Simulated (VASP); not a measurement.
# CuAu (P4/mmm) in VASP: notebook

The runs below take CuAu through single point, with PBE.

All numbers are computed with VASP 6.6.1; they aren't measurements. Logs are shortened: lines on timing, memory, paths and dates and some standing lists are left out, and cuts for length are marked.

### 1 The cell of the first run

It takes space group P4/mmm (No. 123, tetragonal). Conventional cell: a = 2.743 Å, b = 2.743 Å, c = 3.596 Å, α = 90.00°, β = 90.00°, γ = 90.00°. Within 3.6 Å of Cu (site symmetry 4/mmm) lie 8 Au at 2.64 Å and 6 Cu at 2.74 to 3.60 Å. Within 3.6 Å of Au (site symmetry 4/mmm) lie 8 Cu at 2.64 Å and 6 Au at 2.74 to 3.60 Å.

### 2 Single point, PBE (13.53 Å³/atom)

Input file INCAR:

```
SYSTEM = CuAu
PREC = Accurate ; ENCUT = 520
EDIFF = 1E-6 ; ISMEAR = -1
SIGMA = 0.08 ; LREAL = .False.
LASPH = .True. ; NELM = 100
ALGO = Normal ; ISIF = 2
LWAVE = .False. ; LCHARG = .False.
GGA = PE ; NBANDS = 18
```

Input file KPOINTS:

```
regular mesh
0
Gamma
  12 12 9
  0 0 0
```

Input file POSCAR:

```
CuAu
1.0
    2.7433273375      0.0000000000      0.0000000000
    0.0000000000      2.7433273375      0.0000000000
    0.0000000000      0.0000000000      3.5957183317
Cu Au
1 1
Direct
    0.5000000000      0.5000000000      0.5000000000
    0.0000000000      0.0000000000      0.0000000000
```

Potentials or basis: VASP PAW PBE potentials, release 64 (Cu, Au).

Run with:

```console
> cat potpaw_PBE.64/Cu/POTCAR potpaw_PBE.64/Au/POTCAR > POTCAR
> mpirun -np 1 vasp_std > vasp.out
```

OUTCAR:

```text
SYSTEM = CuAu
   PREC = Accurate
   ENCUT = 520
   EDIFF = 1E-6
   ISMEAR = -1
   LREAL = .False.
   LASPH = .True.
   NELM = 100
   ISIF = 2
   GGA = PE

 ion  position               nearest neighbor table
   1  0.500  0.500  0.500-   2 2.64   2 2.64   2 2.64   2 2.64   2 2.64   2 2.64   2 2.64   2 2.64

   2  0.000  0.000  0.000-   1 2.64   1 2.64   1 2.64   1 2.64   1 2.64   1 2.64   1 2.64   1 2.64

  LATTYP: Found a simple tetragonal cell.
 ALAT       =     2.7433273375
 C/A-ratio  =     1.3107142857

  Lattice vectors:

 A1 = (   2.7433273375,   0.0000000000,   0.0000000000)
 A2 = (   0.0000000000,   2.7433273375,   0.0000000000)
 A3 = (   0.0000000000,   0.0000000000,   3.5957183317)

Analysis of symmetry for initial positions (statically):
=====================================================================
 Subroutine PRICEL returns:
 Original cell was already a primitive cell.

 Routine SETGRP: Setting up the symmetry group for a
 simple tetragonal supercell.

 Subroutine GETGRP returns: Found 16 space group operations
 (whereof 16 operations were pure point group operations)
 out of a pool of 16 trial point group operations.

The static configuration has the point symmetry D_4h.

Analysis of symmetry for dynamics (positions and initial velocities):
=====================================================================
 Subroutine PRICEL returns:
 Original cell was already a primitive cell.

 Routine SETGRP: Setting up the symmetry group for a
 simple tetragonal supercell.

 Subroutine GETGRP returns: Found 16 space group operations
 (whereof 16 operations were pure point group operations)
 out of a pool of 16 trial point group operations.

The dynamic configuration has the point symmetry D_4h.

 Subroutine INISYM returns: Found 16 space group operations
 (whereof 16 operations are pure point group operations),
 and found     1 'primitive' translations

----------------------------------------------------------------------------------------

                                     Primitive cell

  volume of cell :      27.0608

  direct lattice vectors                    reciprocal lattice vectors
     2.743327337  0.000000000  0.000000000     0.364520845  0.000000000  0.000000000
     0.000000000  2.743327337  0.000000000     0.000000000  0.364520845  0.000000000
     0.000000000  0.000000000  3.595718332     0.000000000  0.000000000  0.278108547

  length of vectors
     2.743327337  2.743327337  3.595718332     0.364520845  0.364520845  0.278108547

  position of ions in fractional coordinates (direct lattice)
     0.500000000  0.500000000  0.500000000
     0.000000000  0.000000000  0.000000000

  ion indices of the primitive-cell ions
   primitive index   ion index
                 1           1
                 2           2

----------------------------------------------------------------------------------------

 KPOINTS: regular mesh

Automatic generation of k-mesh.
 Grid dimensions read from file:
 generate k-points for:   12   12    9

 Generating k-lattice:

  Cartesian coordinates                     Fractional coordinates (reciprocal lattice)
     0.030376737  0.000000000  0.000000000     0.083333333  0.000000000  0.000000000
     0.000000000  0.030376737  0.000000000     0.000000000  0.083333333  0.000000000
     0.000000000  0.000000000  0.030900950     0.000000000  0.000000000  0.111111111

  Length of vectors
     0.030376737  0.030376737  0.030900950

  Shift w.r.t. Gamma in fractional coordinates (k-lattice)
     0.000000000  0.000000000  0.000000000

 Subroutine IBZKPT returns following result:
 ===========================================

 Found    140 irreducible k-points:

 Following reciprocal coordinates:
            Coordinates               Weight
  0.000000  0.000000  0.000000      1.000000
  0.083333  0.000000  0.000000      4.000000
  0.166667  0.000000  0.000000      4.000000
  0.250000  0.000000  0.000000      4.000000
  0.333333  0.000000  0.000000      4.000000
  0.416667  0.000000  0.000000      4.000000
[... 16 lines left out ...]
  0.333333  0.333333  0.000000      4.000000
  0.416667  0.333333  0.000000      8.000000
 [... further k-points ...]
   k-points           NKPTS =    140   k-points in BZ     NKDIM =    140   number of bands    NBANDS=     18
   number of dos      NEDOS =    301   number of ions     NIONS =      2
   total plane-waves  NPLWV =  11200
   dimension x,y,z NGX =    20 NGY =   20 NGZ =   28
   dimension x,y,z NGXF=    40 NGYF=   40 NGZF=   56
   ions per type =               1   1
   NGX,Y,Z   is equivalent  to a cutoff of  12.12, 12.12, 12.95 a.u.
   NGXF,Y,Z  is equivalent  to a cutoff of  24.24, 24.24, 25.89 a.u.
 SYSTEM =  CuAu
   PREC   = accura    normal or accurate (medium, high low for compatibility)
   ISTART =      0    job   : 0-new  1-cont  2-samecut
   ICHARG =      2    charge: 1-file 2-atom 10-const
   ISPIN  =      1    spin polarized calculation?
   LNONCOLLINEAR =      F non collinear calculations
   LSORBIT =      F    spin-orbit coupling
   LASPH  =      T    aspherical Exc in radial PAW
   ENCUT  =  520.0 eV  38.22 Ry    6.18 a.u.   5.10  5.10  6.69*2*pi/ulx,y,z
   NELM   =    100;   NELMIN=  2; NELMDL= -5     # of ELM steps
   EDIFF  = 0.1E-05   stopping-criterion for ELM
   LREAL  =      F    real-space projection
[... 7 lines left out ...]
   TEBEG  =    0.0;   TEEND  =   0.0 temperature during run
   PSTRESS=    0.0 pullay stress
   NELECT =      22.0000    total number of electrons
   NUPDOWN=      -1.0000    fix difference up-down
   EMIN   =  10.00;   EMAX   =-10.00  energy-range for DOS
   EFERMI =   0.00;   METHOD = LEGACY
   ISMEAR =    -1;   SIGMA  =   0.08  broadening in eV -4-tet -1-fermi 0-gaus
   EFERMI_NEDOS =   21; number of points for ismear=-14 and -15
   IALGO  =     38    algorithm
   IMIX   =      4    mixing-type and parameters
     AMIX     =   0.40;   BMIX     =  1.00
     AMIX_MAG =   1.60;   BMIX_MAG =  1.00
  volume/ion in A,a.u.               =      13.53        91.31
  Fermi-wavevector in a.u.,A,eV,Ry     =   1.527925  2.887360 31.763553  2.334555
  Thomas-Fermi vector in A             =   2.635754
   LORBIT       =      0    0 simple, 1 ext, 2 COOP (PROOUT), +10 PAW based schemes
   GGA     = PE    functional components
   LHFCALC =     F    Hartree Fock is set to
   AEXX    =    0.0000 exact exchange contribution
   IVDW    =     0    specifies the selected vdW correction
   LEPSILON=     F    determine dielectric tensor
   LRPA    =     F    only Hartree local field effects (RPA)
 non-spin polarized calculation
  energy-cutoff  :      520.00
  volume of cell :       27.06
 maximum number of plane-waves:       744
   NGX = 11   NGY = 11   NGZ = 13

 number of electron      21.9999973 magnetization

 Free energy of the ion-electron system (eV)
  ---------------------------------------------------
  ext. energy  EPLUGINS =         0.00000000
  ---------------------------------------------------
  free energy    TOTEN  =        -6.90508067 eV

  energy without entropy =       -6.89129847  energy(sigma->0) =       -6.89818957

 E-fermi :   9.8507     XC(G=0): -13.1002

 val. band max:        9.8416028199   @ k =   0.5000   0.3333   0.0000
 cond. band min:       9.8547788129   @ k =   0.5000   0.0000   0.0000
 fundamental gap:      0.0131759930
 Fermi energy:         9.8506541413

 k-point     1 :       0.0000    0.0000    0.0000
  band No.  band energies     occupation
      1      -0.6185      2.00000
      2       2.6408      2.00000
      3       2.8069      2.00000
      4       5.4900      2.00000
      5       5.4900      2.00000
      6       6.6910      2.00000
[... 10 lines left out ...]
     17      27.3936      0.00000
     18      27.5649      0.00000

 k-point     2 :       0.0833    0.0000    0.0000
  band No.  band energies     occupation
      1      -0.4457      2.00000
      2       2.7314      2.00000
      3       2.9095      2.00000
      4       5.3810      2.00000
      5       5.5328      2.00000
      6       6.6137      2.00000
[... 10 lines left out ...]
     17      27.4984      0.00000
     18      28.7699      0.00000

 k-point     3 :       0.1667    0.0000    0.0000
  band No.  band energies     occupation
      1       0.0481      2.00000
      2       2.9241      2.00000
      3       3.2714      2.00000
      4       5.0742      2.00000
      5       5.6569      2.00000
      6       6.3950      2.00000
[... 10 lines left out ...]
     17      27.5242      0.00000
     18      29.8177      0.00000

 k-point     4 :       0.2500    0.0000    0.0000
  band No.  band energies     occupation
      1       0.7863      2.00000
      2       3.1790      2.00000
      3       3.8470      2.00000
      4       4.6504      2.00000
      5       5.8488      2.00000
      6       6.0861      2.00000
[... 10 lines left out ...]
     17      26.6609      0.00000
     18      29.0828      0.00000

 k-point     5 :       0.3333    0.0000    0.0000
  band No.  band energies     occupation
      1       1.6259      2.00000
      2       3.4920      2.00000
      3       4.2394      2.00000
      4       4.4637      2.00000
      5       5.7760      2.00000
      6       6.0816      2.00000
[... 10 lines left out ...]
     17      24.9761      0.00000
     18      27.9077      0.00000

 k-point     6 :       0.4167    0.0000    0.0000
  band No.  band energies     occupation
      1       2.3231      2.00000
      2       3.8416      2.00000
      3       3.9521      2.00000
      4       4.8638      2.00000
      5       5.5525      2.00000
      6       6.3025      2.00000
[... 10 lines left out ...]
     17      26.0282      0.00000
     18      26.6986      0.00000

 k-point     7 :       0.5000    0.0000    0.0000
  band No.  band energies     occupation
      1       2.5918      2.00000
      2       3.8502      2.00000
      3       4.0517      2.00000
      4       4.9434      2.00000
      5       5.4719      2.00000
      6       6.4051      2.00000
[... 10 lines left out ...]
     17      26.2380      0.00000
     18      27.6900      0.00000

 k-point     8 :       0.0833    0.0833    0.0000
  band No.  band energies     occupation
      1      -0.2730      2.00000
      2       2.8440      2.00000
      3       2.9877      2.00000
      4       5.3366      2.00000
      5       5.4992      2.00000
      6       6.5211      2.00000
[... 10 lines left out ...]
     17      27.9618      0.00000
     18      28.7556      0.00000
[... 229 lines left out ...]
     17      26.5051      0.00000
     18      26.6543      0.00000

 k-point    20 :       0.3333    0.2500    0.0000
  band No.  band energies     occupation
      1       2.5860      2.00000
      2       3.7732      2.00000
      3       4.0702      2.00000
      4       4.5224      2.00000
      5       4.8168      2.00000
      6       5.9720      2.00000
[... 10 lines left out ...]
     17      24.6660      0.00000
     18      25.0202      0.00000

 k-point    21 :       0.4167    0.2500    0.0000
  band No.  band energies     occupation
      1       2.9368      2.00000
      2       3.7099      2.00000
      3       3.7754      2.00000
      4       4.4570      2.00000
      5       4.9296      2.00000
      6       6.6636      2.00000
[... 10 lines left out ...]
     17      23.0044      0.00000
     18      23.8272      0.00000

 k-point    22 :       0.5000    0.2500    0.0000
  band No.  band energies     occupation
      1       3.0372      2.00000
      2       3.6706      2.00000
      3       3.6985      2.00000
      4       4.4361      2.00000
      5       4.9626      2.00000
      6       6.8351      2.00000
[... 10 lines left out ...]
     17      21.6193      0.00000
     18      23.3276      0.00000

 k-point    23 :       0.3333    0.3333    0.0000
  band No.  band energies     occupation
      1       2.6704      2.00000
      2       3.6824      2.00000
      3       3.9529      2.00000
      4       4.0719      2.00000
      5       5.7063      2.00000
      6       6.5468      2.00000
[... 10 lines left out ...]
     17      23.9944      0.00000
     18      24.1491      0.00000

 k-point    24 :       0.4167    0.3333    0.0000
  band No.  band energies     occupation
      1       2.5676      2.00000
      2       3.6940      2.00000
      3       3.7195      2.00000
      4       3.9603      2.00000
      5       6.1483      2.00000
      6       7.3505      2.00000
[... 10 lines left out ...]
     17      23.0986      0.00000
     18      23.1737      0.00000

 [... further k-points ...]

------------------------ aborting loop because EDIFF is reached ----------------------------------------

  FORCE on cell =-STRESS in cart. coord.  units (eV):
  Direction    XX          YY          ZZ          XY          YZ          ZX
  --------------------------------------------------------------------------------------
  -------------------------------------------------------------------------------------
  Total        3.3423571      3.3423571      3.0627630      0.0000000      0.0000000      0.0000000
  in kB      197.8893899    197.8893899    181.3355919      0.0000000      0.0000000      0.0000000
  external PRESSURE =     192.3714572 kB  Pullay stress =       0.0000000 kB

 VOLUME and BASIS-vectors are now :
 -----------------------------------------------------------------------------
  energy-cutoff  :      520.00
  volume of cell :       27.06
      direct lattice vectors                 reciprocal lattice vectors
     2.743327337  0.000000000  0.000000000     0.364520845  0.000000000  0.000000000
     0.000000000  2.743327337  0.000000000     0.000000000  0.364520845  0.000000000
     0.000000000  0.000000000  3.595718332     0.000000000  0.000000000  0.278108547

 POSITION                                       TOTAL-FORCE (eV/Angst)
 -----------------------------------------------------------------------------------
      1.37166      1.37166      1.79786         0.000000      0.000000      0.000000
      0.00000      0.00000      0.00000         0.000000      0.000000      0.000000
 -----------------------------------------------------------------------------------
    total drift:                               -0.000000      0.000000      0.000000

  FREE ENERGIE OF THE ION-ELECTRON SYSTEM (eV)
  ---------------------------------------------------
  free  energy   TOTEN  =        -6.9050806711 eV

  energy  without entropy=       -6.8912984696  energy(sigma->0) =       -6.89818957
```

It took 99 s on 1 thread of Intel Xeon 8259CL, shared host; peak memory 0.19 GiB.

Results:

| Quantity | Value |
| --- | --- |
| Free energy | -6.9051 eV |
| Pressure | 19.2 GPa |
| Band gap on the k mesh | zero (bands 11 and 12 overlap by 7.48 eV) |

Levels at points of the mesh, in eV from the Fermi level:
| k point | band 9 | band 10 | band 11 | band 12 | band 13 | band 14 |
| --- | --- | --- | --- | --- | --- | --- |
| (0.00, 0.00, 0.00) | -1.77 | -1.51 | -1.51 | 2.03 | 8.74 | 10.34 |
| (0.50, 0.00, 0.00) | -2.60 | -2.37 | -0.90 | 0.00 | 9.74 | 9.93 |
| (0.50, 0.50, 0.00) | -1.40 | -1.40 | 0.50 | 0.50 | 5.69 | 7.50 |

Caveat: the cell stands under pressure; spin-orbit coupling is left out, which moves the levels of the heavy elements.

### 3 Single point, PBE (13.95 Å³/atom)

This run uses another cell than the first one, of 13.95 Å³/atom.

INCAR, as its differences from that of step 2:

```diff
@@ -4,3 +4,3 @@
 SIGMA = 0.08 ; LREAL = .False.
-LASPH = .True. ; NELM = 100
+LASPH = .True. ; NELM = 80
 ALGO = Normal ; ISIF = 2
```

Input file KPOINTS:

```
Automatic mesh
0
Gamma
  12 12 9
  0 0 0
```

Input file POSCAR:

```
CuAu
1.0
    2.7717152379      0.0000000000      0.0000000000
    0.0000000000      2.7717152379      0.0000000000
    0.0000000000      0.0000000000      3.6329267582
Cu Au
1 1
Direct
    0.5000000000      0.5000000000      0.5000000000
    0.0000000000      0.0000000000      0.0000000000
```

Potentials or basis: VASP PAW PBE potentials, release 64 (Cu, Au).

Run with:

```console
> cat potpaw_PBE.64/Cu/POTCAR potpaw_PBE.64/Au/POTCAR > POTCAR
> mpirun -np 1 vasp_std > vasp.out
```

It took 99 s on 1 thread of Intel Xeon 8259CL, shared host; peak memory 0.2 GiB.

It converged, with:

```yaml
Free_energy: -6.9896 eV
Pressure: 12.4 GPa
Band_gap_on_the_k_mesh: zero (bands 11 and 12 overlap by 7.32 eV)
```

Stress tensor (GPa, compression positive):
```
12.88  0.00  0.00
 0.00 12.88  0.00
 0.00  0.00 11.35
```

Levels at points of the mesh, in eV from the Fermi level:
| k point | band 8 | band 9 | band 10 | band 11 | band 12 | band 13 | band 14 | band 15 |
| --- | --- | --- | --- | --- | --- | --- | --- | --- |
| (0.00, 0.00, 0.00) | -2.20 | -1.72 | -1.48 | -1.48 | 2.08 | 8.46 | 10.22 | 10.22 |
| (0.50, 0.00, 0.00) | -3.11 | -2.49 | -2.27 | -0.87 | -0.05 | 9.62 | 9.76 | 11.76 |
| (0.50, 0.50, 0.00) | -1.62 | -1.38 | -1.38 | 0.59 | 0.59 | 5.47 | 7.24 | 10.24 |

Caveat: the cell stands under pressure; spin-orbit coupling is left out, which moves the levels of the heavy elements.
